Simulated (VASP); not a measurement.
Set up this calculation in VASP 6.6.1, as the native input.

| Quantity | Value |
| --- | --- |
| Task | single point |
| Functional | PBE |
| Potentials or basis | VASP PAW PBE potentials, release 64 (Cd, S) |
| Cutoff | 520 eV |
| k mesh | 8 × 8 × 8 |
| Occupations | fermi-dirac, width 0.01 eV |
| Spin | no spin polarisation |
| Dipole correction | no |
| Further INCAR settings | ALGO = Normal; EDIFF = 1e-06; NBANDS = 16 |

The structure of CdS lies in POSCAR:

```
CdS
1.0
    0.0000000000      2.9292720848      2.9292720848
    2.9292720848      0.0000000000      2.9292720848
    2.9292720848      2.9292720848      0.0000000000
Cd S
1 1
Direct
    0.0000000000      0.0000000000      0.0000000000
    0.7500000000      0.7500000000      0.7500000000
```

The input as run:

INCAR

```
SYSTEM = CdS
PREC = Accurate
ENCUT = 520
EDIFF = 1E-6
ISMEAR = -1
SIGMA = 0.01
LREAL = .FALSE.
LASPH = .TRUE.
NELM = 60
ALGO = Normal
ISIF = 2
LWAVE = .FALSE.
LCHARG = .FALSE.
GGA = PE
NBANDS = 16
```

KPOINTS

```
regular mesh
0
G
  8 8 8
  0 0 0
```

Potentials or basis: VASP PAW PBE potentials, release 64 (Cd, S).

Run with:

```sh
$ cat potpaw_PBE.64/Cd/POTCAR potpaw_PBE.64/S/POTCAR > POTCAR
$ mpirun -np 1 vasp_std > vasp.out
```

Results of the run:

The pressure is 2.3 GPa and the band gap on the k mesh is 1.12 eV.

It took 20 s on 1 thread of Intel(R) Xeon(R) Platinum 8488C (Sapphire Rapids), on a shared host, peak memory 0.18 GiB.
